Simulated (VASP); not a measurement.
Sn3Te: single point with PBEsol

Sn3Te:

```
Sn Te
1.0
     4.67289    0.00000    0.00000
     0.00000    4.67289    0.00000
     0.00000    0.00000    4.67289
Sn Te
3 1
Direct
  0.50000 0.50000 0.00000
  0.50000 0.00000 0.50000
  0.00000 0.50000 0.50000
  0.00000 0.00000 0.00000
```

This cell differs from its parent crystal: strained.

- Program: VASP 6.6.1
- Task: single point
- Functional: PBEsol
- Potentials or basis: VASP PAW PBE potentials, release 64 (Sn_d, Te)
- Cutoff: 520 eV
- k mesh: 10 × 10 × 10
- Occupations: gaussian, width 0.1 eV
- Spin: no spin polarisation
- Dipole correction: no
- Further INCAR settings: ALGO = Normal; EDIFF = 1e-07; NBANDS = 32

```json
{
 "Pressure": "4.0 GPa",
 "Band gap on the k mesh": "zero (band 24 reaches 12.36 eV, above the bottom of band 25 at 8.35 eV)"
}
```

Levels at points of the mesh, in eV from the Fermi level:
```tsv
k point	band 22	band 23	band 24	band 25	band 26	band 27
(0.00, 0.00, 0.00)	-4.87	0.37	0.37	0.37	1.96	1.96
(0.50, 0.00, 0.00)	-2.15	-2.15	-1.78	-0.73	2.31	2.57
(0.50, 0.50, 0.00)	-1.95	-1.95	-0.71	-0.36	-0.36	-0.08
(0.50, 0.50, 0.50)	-6.00	-5.05	3.28	3.28	3.28	5.96
```

Wall time 2.2 min on 1 thread of Intel(R) Xeon(R) Platinum 8488C (Sapphire Rapids), with other jobs on the host, peak memory 0.3 GiB.

Caveat: the cell differs from its parent crystal (strained); the PAW data sets were made with another functional, which shifts forces and pressure a little; spin-orbit coupling is left out, which moves the levels of the heavy elements.
